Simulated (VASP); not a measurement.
# FeGe (P2_13) in VASP: single point with PBE

Aim: the single point of FeGe with PBE.

All numbers are computed with VASP 6.6.1; they aren't measurements. Logs are shortened: lines on timing, memory, paths and dates and some standing lists are left out, and cuts for length are marked.

### 1 The cell of the first run

The structure is cubic, space group P2_13 (No. 198). Conventional cell: a = 4.663 Å, b = 4.663 Å, c = 4.663 Å, α = 90.00°, β = 90.00°, γ = 90.00°. Within 3.1 Å of Fe (site symmetry 3) lie 7 Ge at 2.37 to 2.63 Å and 6 Fe at 2.86 Å. Ge (site symmetry 3) has 7 Fe at 2.37 to 2.63 Å and 6 Ge at 2.89 Å within 3.1 Å.

### 2 Single point, PBE

File INCAR:

```
SYSTEM = FeGe
ALGO = Normal ; EDIFF = 1E-6
ENCUT = 520 ; GGA = PE
ISIF = 2 ; ISMEAR = 0
LASPH = .TRUE. ; LCHARG = .FALSE.
LREAL = .FALSE. ; LWAVE = .FALSE.
NBANDS = 54 ; NELM = 80
PREC = Accurate ; SIGMA = 0.05
```

File KPOINTS:

```
k-points
0
G
  8 8 8
  0 0 0
```

File POSCAR:

```
FeGe
1.0
    4.6626167036      0.0000000000      0.0000000000
    0.0000000000      4.6626167036      0.0000000000
    0.0000000000      0.0000000000      4.6626167036
Fe Ge
4 4
Direct
    0.1349101328      0.1349101328      0.1349101328
    0.3650898672      0.8650898672      0.6349101328
    0.6349101328      0.3650898672      0.8650898672
    0.8650898672      0.6349101328      0.3650898672
    0.8417623854      0.8417623854      0.8417623854
    0.6582376146      0.1582376146      0.3417623854
    0.3417623854      0.6582376146      0.1582376146
    0.1582376146      0.3417623854      0.6582376146
```

Potentials or basis: VASP PAW PBE potentials, release 64 (Fe, Ge_d).

Run with:

```
$ cat potpaw_PBE.64/Fe/POTCAR potpaw_PBE.64/Ge_d/POTCAR > POTCAR
$ mpirun -np 1 vasp_std > vasp.out
```

OUTCAR:

```text
SYSTEM = FeGe
   EDIFF = 1E-6
   ENCUT = 520
   GGA = PE
   ISIF = 2
   ISMEAR = 0
   LASPH = .TRUE.
   LREAL = .FALSE.
   NELM = 80
   PREC = Accurate

 ion  position               nearest neighbor table
   1  0.135  0.135  0.135-   5 2.37   6 2.43   7 2.43   8 2.43   7 2.63   8 2.63   6 2.63   3 2.86
                             4 2.86   2 2.86   2 2.86   4 2.86   3 2.86
   2  0.365  0.865  0.635-   6 2.37   5 2.43   7 2.43   8 2.43   7 2.63   8 2.63   5 2.63   1 2.86
                             1 2.86   3 2.86   3 2.86   4 2.86   4 2.86
   3  0.635  0.365  0.865-   7 2.37   6 2.43   5 2.43   8 2.43   8 2.63   6 2.63   5 2.63   1 2.86
                             4 2.86   2 2.86   2 2.86   4 2.86   1 2.86
   4  0.865  0.635  0.365-   8 2.37   6 2.43   7 2.43   5 2.43   6 2.63   5 2.63   7 2.63   1 2.86
                             3 2.86   2 2.86   1 2.86   2 2.86   3 2.86
   5  0.842  0.842  0.842-   1 2.37   2 2.43   3 2.43   4 2.43   3 2.63   4 2.63   2 2.63   6 2.89
                             7 2.89   8 2.89   6 2.89   8 2.89   7 2.89
   6  0.658  0.158  0.342-   2 2.37   1 2.43   3 2.43   4 2.43   3 2.63   4 2.63   1 2.63   8 2.89
                             5 2.89   5 2.89   7 2.89   7 2.89   8 2.89
   7  0.342  0.658  0.158-   3 2.37   2 2.43   1 2.43   4 2.43   4 2.63   2 2.63   1 2.63   8 2.89
                             5 2.89   8 2.89   6 2.89   6 2.89   5 2.89
   8  0.158  0.342  0.658-   4 2.37   2 2.43   3 2.43   1 2.43   2 2.63   1 2.63   3 2.63   7 2.89
                             5 2.89   7 2.89   5 2.89   6 2.89   6 2.89

  LATTYP: Found a simple cubic cell.
 ALAT       =     4.6626167036

  Lattice vectors:

 A1 = (   4.6626167036,   0.0000000000,   0.0000000000)
 A2 = (   0.0000000000,   4.6626167036,   0.0000000000)
 A3 = (   0.0000000000,   0.0000000000,   4.6626167036)

Analysis of symmetry for initial positions (statically):
=====================================================================
 Subroutine PRICEL returns:
 Original cell was already a primitive cell.

 Routine SETGRP: Setting up the symmetry group for a
 simple cubic supercell.

 Subroutine GETGRP returns: Found 12 space group operations
 (whereof  3 operations were pure point group operations)
 out of a pool of 48 trial point group operations.

The static configuration has the point symmetry C_3 .
 The point group associated with its full space group is T   .

Analysis of symmetry for dynamics (positions and initial velocities):
=====================================================================
 Subroutine PRICEL returns:
 Original cell was already a primitive cell.

 Routine SETGRP: Setting up the symmetry group for a
 simple cubic supercell.

 Subroutine GETGRP returns: Found 12 space group operations
 (whereof  3 operations were pure point group operations)
 out of a pool of 48 trial point group operations.

The dynamic configuration has the point symmetry C_3 .
 The point group associated with its full space group is T   .

 Subroutine INISYM returns: Found 12 space group operations
 (whereof  3 operations are pure point group operations),
 and found     1 'primitive' translations

----------------------------------------------------------------------------------------

                                     Primitive cell

  volume of cell :     101.3653

  direct lattice vectors                    reciprocal lattice vectors
     4.662616704  0.000000000  0.000000000     0.214471844  0.000000000  0.000000000
     0.000000000  4.662616704  0.000000000     0.000000000  0.214471844  0.000000000
     0.000000000  0.000000000  4.662616704     0.000000000  0.000000000  0.214471844

  length of vectors
     4.662616704  4.662616704  4.662616704     0.214471844  0.214471844  0.214471844

  position of ions in fractional coordinates (direct lattice)
     0.134910133  0.134910133  0.134910133
     0.365089867  0.865089867  0.634910133
     0.634910133  0.365089867  0.865089867
     0.865089867  0.634910133  0.365089867
     0.841762385  0.841762385  0.841762385
     0.658237615  0.158237615  0.341762385
     0.341762385  0.658237615  0.158237615
     0.158237615  0.341762385  0.658237615

  ion indices of the primitive-cell ions
   primitive index   ion index
                 1           1
                 2           2
                 3           3
                 4           4
                 5           5
                 6           6
                 7           7
                 8           8

----------------------------------------------------------------------------------------

 KPOINTS: k-points

Automatic generation of k-mesh.
 Grid dimensions read from file:
 generate k-points for:    8    8    8

 Generating k-lattice:

  Cartesian coordinates                     Fractional coordinates (reciprocal lattice)
     0.026808980  0.000000000  0.000000000     0.125000000  0.000000000  0.000000000
     0.000000000  0.026808980  0.000000000     0.000000000  0.125000000  0.000000000
     0.000000000  0.000000000  0.026808980     0.000000000  0.000000000  0.125000000

  Length of vectors
     0.026808980  0.026808980  0.026808980

  Shift w.r.t. Gamma in fractional coordinates (k-lattice)
     0.000000000  0.000000000  0.000000000

 Subroutine IBZKPT returns following result:
 ===========================================

 Found     45 irreducible k-points:

 Following reciprocal coordinates:
            Coordinates               Weight
  0.000000  0.000000  0.000000      1.000000
  0.125000  0.000000  0.000000      6.000000
  0.250000  0.000000  0.000000      6.000000
  0.375000  0.000000  0.000000      6.000000
  0.500000  0.000000  0.000000      3.000000
  0.125000  0.125000  0.000000     12.000000
[... 16 lines left out ...]
  0.250000  0.125000  0.125000     24.000000
  0.375000  0.125000  0.125000     24.000000
 [... further k-points ...]
   k-points           NKPTS =     45   k-points in BZ     NKDIM =     45   number of bands    NBANDS=     54
   number of dos      NEDOS =    301   number of ions     NIONS =      8
   total plane-waves  NPLWV =  46656
   dimension x,y,z NGX =    36 NGY =   36 NGZ =   36
   dimension x,y,z NGXF=    72 NGYF=   72 NGZF=   72
   ions per type =               4   4
   NGX,Y,Z   is equivalent  to a cutoff of  12.84, 12.84, 12.84 a.u.
   NGXF,Y,Z  is equivalent  to a cutoff of  25.67, 25.67, 25.67 a.u.
 SYSTEM =  FeGe
   PREC   = accura    normal or accurate (medium, high low for compatibility)
   ISTART =      0    job   : 0-new  1-cont  2-samecut
   ICHARG =      2    charge: 1-file 2-atom 10-const
   ISPIN  =      1    spin polarized calculation?
   LNONCOLLINEAR =      F non collinear calculations
   LSORBIT =      F    spin-orbit coupling
   LASPH  =      T    aspherical Exc in radial PAW
   ENCUT  =  520.0 eV  38.22 Ry    6.18 a.u.   8.67  8.67  8.67*2*pi/ulx,y,z
   NELM   =     80;   NELMIN=  2; NELMDL= -5     # of ELM steps
   EDIFF  = 0.1E-05   stopping-criterion for ELM
   LREAL  =      F    real-space projection
   EDIFFG = 0.1E-04   stopping-criterion for IOM
   NSW    =      0    number of steps for IOM
   IBRION =     -1    ionic relax: 0-MD 1-quasi-New 2-CG
   NFREE  =      0    steps in history (QN), initial steepest desc. (CG)
   ISIF   =      2    stress and relaxation
   ISYM   =      2    0-nonsym 1-usesym 2-fastsym
   POTIM  = 0.5000    time-step for ionic-motion
   TEBEG  =    0.0;   TEEND  =   0.0 temperature during run
   PSTRESS=    0.0 pullay stress
   NELECT =      88.0000    total number of electrons
   NUPDOWN=      -1.0000    fix difference up-down
   EMIN   =  10.00;   EMAX   =-10.00  energy-range for DOS
   EFERMI =   0.00;   METHOD = LEGACY
   ISMEAR =     0;   SIGMA  =   0.05  broadening in eV -4-tet -1-fermi 0-gaus
   EFERMI_NEDOS =   21; number of points for ismear=-14 and -15
   IALGO  =     38    algorithm
   IMIX   =      4    mixing-type and parameters
     AMIX     =   0.40;   BMIX     =  1.00
     AMIX_MAG =   1.60;   BMIX_MAG =  1.00
  volume/ion in A,a.u.               =      12.67        85.51
  Fermi-wavevector in a.u.,A,eV,Ry     =   1.561730  2.951242 33.184626  2.439001
  Thomas-Fermi vector in A             =   2.664753
   LORBIT       =      0    0 simple, 1 ext, 2 COOP (PROOUT), +10 PAW based schemes
   GGA     = PE    functional components
   LHFCALC =     F    Hartree Fock is set to
   AEXX    =    0.0000 exact exchange contribution
   IVDW    =     0    specifies the selected vdW correction
   LEPSILON=     F    determine dielectric tensor
   LRPA    =     F    only Hartree local field effects (RPA)
 non-spin polarized calculation
 Gauss-broadening in eV      SIGMA  =   0.05
  energy-cutoff  :      520.00
  volume of cell :      101.37
 maximum number of plane-waves:      2800
   NGX = 17   NGY = 17   NGZ = 17

 number of electron      87.9999920 magnetization

 Free energy of the ion-electron system (eV)
  ---------------------------------------------------
  ext. energy  EPLUGINS =         0.00000000
  ---------------------------------------------------
  free energy    TOTEN  =       -51.59740486 eV

  energy without entropy =      -51.59259471  energy(sigma->0) =      -51.59499978

 E-fermi :   8.0906     XC(G=0): -12.9758

 val. band max:        8.0456165324   @ k =   0.2500   0.1250   0.1250
 cond. band min:       8.1332954113   @ k =   0.2500   0.2500   0.0000
 fundamental gap:      0.0876788790
 Fermi energy:         8.0905947126

 k-point     1 :       0.0000    0.0000    0.0000
  band No.  band energies     occupation
      1     -16.5092      2.00000
      2     -16.5092      2.00000
      3     -16.5092      2.00000
      4     -16.4706      2.00000
      5     -16.4706      2.00000
      6     -16.4706      2.00000
[... 46 lines left out ...]
     53      11.9542      0.00000
     54      11.9542      0.00000

 k-point     2 :       0.1250    0.0000    0.0000
  band No.  band energies     occupation
      1     -16.5104      2.00000
      2     -16.5085      2.00000
      3     -16.5084      2.00000
      4     -16.4727      2.00000
      5     -16.4696      2.00000
      6     -16.4656      2.00000
[... 1246 lines left out ...]
 k-point    24 :       0.3750    0.1250    0.1250
  band No.  band energies     occupation
      1     -16.5105      2.00000
      2     -16.5071      2.00000
      3     -16.5000      2.00000
      4     -16.4849      2.00000
      5     -16.4637      2.00000
      6     -16.4598      2.00000
[... 46 lines left out ...]
     53      11.7664      0.00000
     54      12.6012      0.00000

 [... further k-points ...]

------------------------ aborting loop because EDIFF is reached ----------------------------------------

  FORCE on cell =-STRESS in cart. coord.  units (eV):
  Direction    XX          YY          ZZ          XY          YZ          ZX
  --------------------------------------------------------------------------------------
  -------------------------------------------------------------------------------------
  Total       -1.8212471     -1.8212471     -1.8212471     -0.0000000     -0.0000000      0.0000000
  in kB      -28.7865952    -28.7865952    -28.7865952     -0.0000000     -0.0000000      0.0000000
  external PRESSURE =     -28.7865952 kB  Pullay stress =       0.0000000 kB

 VOLUME and BASIS-vectors are now :
 -----------------------------------------------------------------------------
  energy-cutoff  :      520.00
  volume of cell :      101.37
      direct lattice vectors                 reciprocal lattice vectors
     4.662616704  0.000000000  0.000000000     0.214471844  0.000000000  0.000000000
     0.000000000  4.662616704  0.000000000     0.000000000  0.214471844  0.000000000
     0.000000000  0.000000000  4.662616704     0.000000000  0.000000000  0.214471844

 POSITION                                       TOTAL-FORCE (eV/Angst)
 -----------------------------------------------------------------------------------
      0.62903      0.62903      0.62903        -0.065681     -0.065681     -0.065681
      1.70227      4.03358      2.96034         0.065681      0.065681     -0.065681
      2.96034      1.70227      4.03358        -0.065681      0.065681      0.065681
      4.03358      2.96034      1.70227         0.065681     -0.065681      0.065681
      3.92482      3.92482      3.92482        -0.216059     -0.216059     -0.216059
      3.06911      0.73780      1.59351         0.216059      0.216059     -0.216059
      1.59351      3.06911      0.73780        -0.216059      0.216059      0.216059
      0.73780      1.59351      3.06911         0.216059     -0.216059      0.216059
 -----------------------------------------------------------------------------------
    total drift:                               -0.000001     -0.000000      0.000000

  FREE ENERGIE OF THE ION-ELECTRON SYSTEM (eV)
  ---------------------------------------------------
  free  energy   TOTEN  =       -51.5974048600 eV

  energy  without entropy=      -51.5925947077  energy(sigma->0) =      -51.59499978
```

Run time: 10 min. Hardware: 1 thread of AMD EPYC 7R13, shared host; peak memory 0.3 GiB.

Results:

| Quantity | Value |
| --- | --- |
| Free energy | -51.5974 eV |
| Pressure | -2.9 GPa |
| Largest force | 0.374 eV/Å |
| Band gap on the k mesh | 0.09 eV (least direct gap 0.11 eV) |

Forces on the atoms (eV/Å):
```
Fe  -0.066 -0.066 -0.066
Fe   0.066  0.066 -0.066
Fe  -0.066  0.066  0.066
Fe   0.066 -0.066  0.066
Ge  -0.216 -0.216 -0.216
Ge   0.216  0.216 -0.216
Ge  -0.216  0.216  0.216
Ge   0.216 -0.216  0.216
```

A k mesh can miss the band edges. Spin polarisation is off, so any magnetic state and its effect on volume and gap are missing.
